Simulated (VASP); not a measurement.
Set up this calculation in VASP 6.6.1, as the native input.

- Task: single point
- Functional: PBE
- Potentials or basis: VASP PAW PBE potentials, release 64 (Zr_sv)
- Cutoff: 520 eV
- k mesh: 18 × 18 × 18
- Occupations: fermi-dirac, width 0.1 eV
- Spin: no spin polarisation
- Dipole correction: no
- Further INCAR settings: ALGO = Normal; EDIFF = 1e-07; NBANDS = 19

The structure of Zr lies in POSCAR:

```
Zr
1.0
   -2.1997732614      2.1997732614      1.2216369989
    2.1997732614     -2.1997732614      1.2216369989
    2.1997732614      2.1997732614     -1.2216369989
Zr
2
Direct
   -0.3750000000     -0.1250000000     -0.2500000000
    0.3750000000      0.1250000000      0.2500000000
```

The input as run:

INCAR

```
PREC = Accurate ; ENCUT = 520
EDIFF = 1E-7 ; ISMEAR = -1
SIGMA = 0.1 ; LREAL = False
LASPH = True ; NELM = 60
ALGO = Normal ; ISIF = 2
LWAVE = False ; LCHARG = True
GGA = PE ; LELF = True
LVHAR = True ; NBANDS = 19
```

KPOINTS

```
Automatic mesh
0
Gamma
  18 18 18
```

Potentials or basis: VASP PAW PBE potentials, release 64 (Zr_sv).

The run is started by

```bash
$ cat potpaw_PBE.64/Zr_sv/POTCAR > POTCAR
$ mpirun -np 1 vasp_std > vasp.out
```

Results of the run:

The pressure is 202.3 GPa. The band gap on the k mesh is zero (band 12 reaches 19.95 eV, above the bottom of band 13 at 16.44 eV).

It used 160 s of CPU time on 1 thread of Intel(R) Xeon(R) Platinum 8488C (Sapphire Rapids) (shared host).
